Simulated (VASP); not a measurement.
Wanted: the native input for a VASP 6.6.1 run.

```yaml
Task: single point
Functional: PBE
Potentials_or_basis: VASP PAW PBE potentials, release 64 (Si)
Cutoff: 500 eV
k_mesh: 10 × 10 × 10
Occupations: gaussian, width 0.02 eV
Spin: no spin polarisation
Dipole_correction: no
Further_INCAR_settings: ALGO = Normal; EDIFF = 1e-06; NBANDS = 11
```

The structure of Si lies in POSCAR:

```
Si
1.0
    0.0000000000      2.7347887104      2.7347887104
    2.7347887104      0.0000000000      2.7347887104
    2.7347887104      2.7347887104      0.0000000000
Si
2
Direct
    0.0000000000      0.0000000000      0.0000000000
    0.2500000000      0.2500000000      0.2500000000
```

One way to write it, as run:

INCAR

```
SYSTEM = Si
PREC     = Accurate       ! precision mode
ENCUT    = 500            ! plane-wave cutoff, eV
EDIFF    = 1E-6           ! SCF threshold, eV
ISMEAR   = 0              ! smearing method
SIGMA    = 0.02           ! smearing width, eV
LREAL    = .FALSE.        ! projectors in reciprocal space
LASPH    = .TRUE.         ! aspherical terms in the spheres
NELM     = 120            ! most SCF steps
ALGO     = Normal         ! electronic algorithm
ISIF     = 2              ! what is computed and relaxed
LWAVE    = .FALSE.        ! write WAVECAR
LCHARG   = .FALSE.        ! write CHGCAR
GGA      = PE             ! functional
NBANDS   = 11             ! bands
GGA_COMPAT= .FALSE.
```

KPOINTS

```
regular mesh
0
G
  10 10 10
  0 0 0
```

Potentials or basis: VASP PAW PBE potentials, release 64 (Si).

The run is started by

```console
$ cat potpaw_PBE.64/Si/POTCAR > POTCAR
$ mpirun -np 1 vasp_std > vasp.out
```

Results of the run:

```yaml
Pressure: 0.0 GPa
Band_gap_on_the_k_mesh: 0.62 eV, indirect (least direct gap 2.56 eV)
```

Wall time 9.4 s on 1 thread of AMD EPYC 9R45 96-Core Processor (Zen 5), on a shared host, peak memory 0.12 GiB.
